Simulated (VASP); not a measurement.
# Si (P1) in VASP: single point with PBE

Aim: the single point of Si with PBE.

All numbers are computed with VASP 6.6.1; they aren't measurements. Logs are shortened: lines on timing, memory, paths and dates and some standing lists are left out, and cuts for length are marked.

## 1. The cell of the first run

The typed cell holds 8 atoms: a = 5.431 Å, b = 5.431 Å, c = 5.431 Å, α = 90.00°, β = 90.00°, γ = 90.00°.

## 2. Single point, PBE

INCAR reads:

```
SYSTEM = Si
  PREC = Accurate
  ENCUT = 520
  EDIFF = 1E-6
  ISMEAR = 0
  SIGMA = 0.01
  LREAL = .False.
  LASPH = .True.
  NELM = 100
  ALGO = Normal
  ISIF = 2
  LWAVE = .False.
  LCHARG = .False.
  GGA = PE
  NBANDS = 26
  ISYM = 0
```

KPOINTS reads:

```
Automatic mesh
0
Gamma
  1 1 1
  0.5 0.5 0.5
```

POSCAR reads:

```
Si
1.0
    5.4310000000      0.0000000000      0.0000000000
    0.0000000000      5.4310000000      0.0000000000
    0.0000000000      0.0000000000      5.4310000000
Si
8
Direct
    0.0058921000      0.0035352600      0.0026514500
    0.2500000000      0.2500000000      0.2500000000
    0.0000000000      0.5000000000      0.5000000000
    0.2500000000      0.7500000000      0.7500000000
    0.5000000000      0.0000000000      0.5000000000
    0.7500000000      0.2500000000      0.7500000000
    0.5000000000      0.5000000000      0.0000000000
    0.7500000000      0.7500000000      0.2500000000
```

Potentials or basis: VASP PAW PBE potentials, release 64 (Si).

Started as:

```
$ cat potpaw_PBE.64/Si/POTCAR > POTCAR
$ mpirun -np 1 vasp_std > vasp.out
```

OUTCAR:

```text
SYSTEM = Si
   PREC = Accurate
   ENCUT = 520
   EDIFF = 1E-6
   ISMEAR = 0
   LREAL = .False.
   LASPH = .True.
   NELM = 100
   ISIF = 2
   GGA = PE
   ISYM = 0

 ion  position               nearest neighbor table
   1  0.006  0.004  0.003-   2 2.31   4 2.35   6 2.37   8 2.37
   2  0.250  0.250  0.250-   1 2.31   3 2.35   5 2.35   7 2.35
   3  0.000  0.500  0.500-   2 2.35   4 2.35   6 2.35   8 2.35
   4  0.250  0.750  0.750-   3 2.35   5 2.35   7 2.35   1 2.35
   5  0.500  0.000  0.500-   2 2.35   4 2.35   6 2.35   8 2.35
   6  0.750  0.250  0.750-   3 2.35   5 2.35   7 2.35   1 2.37
   7  0.500  0.500  0.000-   2 2.35   4 2.35   6 2.35   8 2.35
   8  0.750  0.750  0.250-   3 2.35   5 2.35   7 2.35   1 2.37

IMPORTANT INFORMATION: All symmetrisations will be switched off!
NOSYMM: (Re-)initialisation of all symmetry stuff for point group C_1.

----------------------------------------------------------------------------------------

                                     Primitive cell

  volume of cell :     160.1915

  direct lattice vectors                    reciprocal lattice vectors
     5.431000000  0.000000000  0.000000000     0.184128153  0.000000000  0.000000000
     0.000000000  5.431000000  0.000000000     0.000000000  0.184128153  0.000000000
     0.000000000  0.000000000  5.431000000     0.000000000  0.000000000  0.184128153

  length of vectors
     5.431000000  5.431000000  5.431000000     0.184128153  0.184128153  0.184128153

  position of ions in fractional coordinates (direct lattice)
     0.005892100  0.003535260  0.002651450
     0.250000000  0.250000000  0.250000000
     0.000000000  0.500000000  0.500000000
     0.250000000  0.750000000  0.750000000
     0.500000000  0.000000000  0.500000000
     0.750000000  0.250000000  0.750000000
     0.500000000  0.500000000  0.000000000
     0.750000000  0.750000000  0.250000000

  ion indices of the primitive-cell ions
   primitive index   ion index
                 1           1
                 2           2
                 3           3
                 4           4
                 5           5
                 6           6
                 7           7
                 8           8

----------------------------------------------------------------------------------------

 KPOINTS: Automatic mesh

Automatic generation of k-mesh.
 Grid dimensions read from file:
 generate k-points for:    1    1    1

 Generating k-lattice:

  Cartesian coordinates                     Fractional coordinates (reciprocal lattice)
     0.184128153  0.000000000  0.000000000     1.000000000  0.000000000  0.000000000
     0.000000000  0.184128153  0.000000000     0.000000000  1.000000000  0.000000000
     0.000000000  0.000000000  0.184128153     0.000000000  0.000000000  1.000000000

  Length of vectors
     0.184128153  0.184128153  0.184128153

  Shift w.r.t. Gamma in fractional coordinates (k-lattice)
     0.500000000  0.500000000  0.500000000

 Subroutine IBZKPT returns following result:
 ===========================================

 Found      1 irreducible k-points:

 Following reciprocal coordinates:
            Coordinates               Weight
  0.500000  0.500000  0.500000      1.000000
   k-points           NKPTS =      1   k-points in BZ     NKDIM =      1   number of bands    NBANDS=     26
   number of dos      NEDOS =    301   number of ions     NIONS =      8
   total plane-waves  NPLWV =  64000
   dimension x,y,z NGX =    40 NGY =   40 NGZ =   40
   dimension x,y,z NGXF=    80 NGYF=   80 NGZF=   80
   ions per type =               8
   NGX,Y,Z   is equivalent  to a cutoff of  12.24, 12.24, 12.24 a.u.
   NGXF,Y,Z  is equivalent  to a cutoff of  24.49, 24.49, 24.49 a.u.
 SYSTEM =  Si
   PREC   = accura    normal or accurate (medium, high low for compatibility)
   ISTART =      0    job   : 0-new  1-cont  2-samecut
   ICHARG =      2    charge: 1-file 2-atom 10-const
   ISPIN  =      1    spin polarized calculation?
   LNONCOLLINEAR =      F non collinear calculations
   LSORBIT =      F    spin-orbit coupling
   LASPH  =      T    aspherical Exc in radial PAW
   ENCUT  =  520.0 eV  38.22 Ry    6.18 a.u.  10.10 10.10 10.10*2*pi/ulx,y,z
   NELM   =    100;   NELMIN=  2; NELMDL= -5     # of ELM steps
   EDIFF  = 0.1E-05   stopping-criterion for ELM
   LREAL  =      F    real-space projection
   EDIFFG = 0.1E-04   stopping-criterion for IOM
   NSW    =      0    number of steps for IOM
   IBRION =     -1    ionic relax: 0-MD 1-quasi-New 2-CG
   NFREE  =      0    steps in history (QN), initial steepest desc. (CG)
   ISIF   =      2    stress and relaxation
   ISYM   =      0    0-nonsym 1-usesym 2-fastsym
   POTIM  = 0.5000    time-step for ionic-motion
   TEBEG  =    0.0;   TEEND  =   0.0 temperature during run
   PSTRESS=    0.0 pullay stress
   NELECT =      32.0000    total number of electrons
   NUPDOWN=      -1.0000    fix difference up-down
   EMIN   =  10.00;   EMAX   =-10.00  energy-range for DOS
   EFERMI =   0.00;   METHOD = LEGACY
   ISMEAR =     0;   SIGMA  =   0.01  broadening in eV -4-tet -1-fermi 0-gaus
   EFERMI_NEDOS =   21; number of points for ismear=-14 and -15
   IALGO  =     38    algorithm
   IMIX   =      4    mixing-type and parameters
     AMIX     =   0.40;   BMIX     =  1.00
     AMIX_MAG =   1.60;   BMIX_MAG =  1.00
  volume/ion in A,a.u.               =      20.02       135.13
  Fermi-wavevector in a.u.,A,eV,Ry     =   0.956999  1.808467 12.460868  0.915848
  Thomas-Fermi vector in A             =   2.085978
   LORBIT       =      0    0 simple, 1 ext, 2 COOP (PROOUT), +10 PAW based schemes
   GGA     = PE    functional components
   LHFCALC =     F    Hartree Fock is set to
   AEXX    =    0.0000 exact exchange contribution
   IVDW    =     0    specifies the selected vdW correction
   LEPSILON=     F    determine dielectric tensor
   LRPA    =     F    only Hartree local field effects (RPA)
 non-spin polarized calculation
 Gauss-broadening in eV      SIGMA  =   0.01
  energy-cutoff  :      520.00
  volume of cell :      160.19
 maximum number of plane-waves:      4272
 NGX is ok and might be reduce to    40
   NGX = 21   NGY = 21   NGZ = 21

 number of electron      32.0000003 magnetization

 Free energy of the ion-electron system (eV)
  ---------------------------------------------------
  ext. energy  EPLUGINS =         0.00000000
  ---------------------------------------------------
  free energy    TOTEN  =       -33.18006814 eV

  energy without entropy =      -33.18006814  energy(sigma->0) =      -33.18006814

 E-fermi :   5.0155     XC(G=0):  -9.2492

 val. band max:        4.9467001219   @ k =   0.5000   0.5000   0.5000
 cond. band min:       7.5844576817   @ k =   0.5000   0.5000   0.5000
 fundamental gap:      2.6377575599
 Fermi energy:         5.0155236403

 k-point     1 :       0.5000    0.5000    0.5000
  band No.  band energies     occupation
      1      -3.6025      2.00000
      2      -3.5558      2.00000
      3      -3.5463      2.00000
      4      -3.5237      2.00000
      5      -0.9749      2.00000
      6      -0.9297      2.00000
[... 18 lines left out ...]
     25       9.3223      0.00000
     26       9.3391      0.00000

------------------------ aborting loop because EDIFF is reached ----------------------------------------

  FORCE on cell =-STRESS in cart. coord.  units (eV):
  Direction    XX          YY          ZZ          XY          YZ          ZX
  --------------------------------------------------------------------------------------
  -------------------------------------------------------------------------------------
  Total        8.6496525      8.6581932      8.6602995      0.1734386      0.3585825      0.2225090
  in kB       86.5107016     86.5961227     86.6171886      1.7346701      3.5864123      2.2254544
  external PRESSURE =      86.5746710 kB  Pullay stress =       0.0000000 kB

 VOLUME and BASIS-vectors are now :
 -----------------------------------------------------------------------------
  energy-cutoff  :      520.00
  volume of cell :      160.19
      direct lattice vectors                 reciprocal lattice vectors
     5.431000000  0.000000000  0.000000000     0.184128153  0.000000000  0.000000000
     0.000000000  5.431000000  0.000000000     0.000000000  0.184128153  0.000000000
     0.000000000  0.000000000  5.431000000     0.000000000  0.000000000  0.184128153

 POSITION                                       TOTAL-FORCE (eV/Angst)
 -----------------------------------------------------------------------------------
      0.03200      0.01920      0.01440        -0.472903     -0.293299     -0.228421
      1.35775      1.35775      1.35775         0.201427      0.167875      0.155377
      0.00000      2.71550      2.71550        -0.112711      0.008211      0.005768
      1.35775      4.07325      4.07325         0.084186      0.056653      0.043677
      2.71550      0.00000      2.71550         0.014364     -0.067592      0.005762
      4.07325      1.35775      4.07325         0.129175      0.013204      0.080835
      2.71550      2.71550      0.00000         0.014358      0.008197     -0.050635
      4.07325      4.07325      1.35775         0.142103      0.106751     -0.012363
 -----------------------------------------------------------------------------------
    total drift:                               -0.000038     -0.000050     -0.000044

  FREE ENERGIE OF THE ION-ELECTRON SYSTEM (eV)
  ---------------------------------------------------
  free  energy   TOTEN  =       -33.1800681437 eV

  energy  without entropy=      -33.1800681437  energy(sigma->0) =      -33.18006814
```

Run time: 16 s. Hardware: 1 thread of AMD EPYC 7R13, shared host; peak memory 0.19 GiB.

What came out:

* Free energy: -33.1801 eV
* Pressure: 8.7 GPa
* Largest force: 0.602 eV/Å
* Band gap on the k mesh: 2.64 eV

Forces in eV/Å, atoms in the order of the input:
```
Si  -0.473 -0.293 -0.228
Si   0.201  0.168  0.155
Si  -0.113  0.008  0.006
Si   0.084  0.057  0.044
Si   0.014 -0.068  0.006
Si   0.129  0.013  0.081
Si   0.014  0.008 -0.051
Si   0.142  0.107 -0.012
```

Caveat: the k points lie up to 1.16 Å⁻¹ apart. PBE gaps usually lie below the measured ones, often by a third to a half.
